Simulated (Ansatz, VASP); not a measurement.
## Al3GaN4 in VASP and in Ansatz

```
Al Ga N
1.0
     4.40144    0.00000    0.00000
     0.00000    4.40144    0.00000
     0.00000    0.00000    4.40144
Al Ga N
3 1 4
Direct
  0.50000 0.50000 0.00000
  0.50000 0.00000 0.50000
  0.00000 0.50000 0.50000
  0.00000 0.00000 0.00000
  0.74416 0.74416 0.25584
  0.74416 0.25584 0.74416
  0.25584 0.74416 0.74416
  0.25584 0.25584 0.25584
```

Alike in both runs: task relaxation of cell and atoms; functional LDA; k mesh 6 × 6 × 6; occupations gaussian, width 0.02 eV; no spin polarisation.

|  | VASP | Ansatz |
| --- | --- | --- |
| version | VASP 6.6.1 | Ansatz 0.2.0 |
| potentials or method | VASP PAW LDA potentials, release 64 (Al, Ga_d, N), cutoff 600 eV | scalar-relativistic, plane waves, PAW |
| valence electrons in the cell | 42 | 42 |

|  | VASP | Ansatz | Ansatz less VASP |
| --- | --- | --- | --- |
| gap on the k mesh at the Fermi level, each at its own relaxed structure (eV) | 3.36 | 3.38 | +0.018 |
| relaxed volume (Å³/atom) | 10.46 | 10.43 | -0.028 |
| relaxed length of the cell vector where the two differ most in proportion (Å) | 4.374 | 4.370 | -0.0040 |

LDA's correlation is that of Perdew and Zunger in VASP and of Perdew and Wang (1992) in Ansatz.
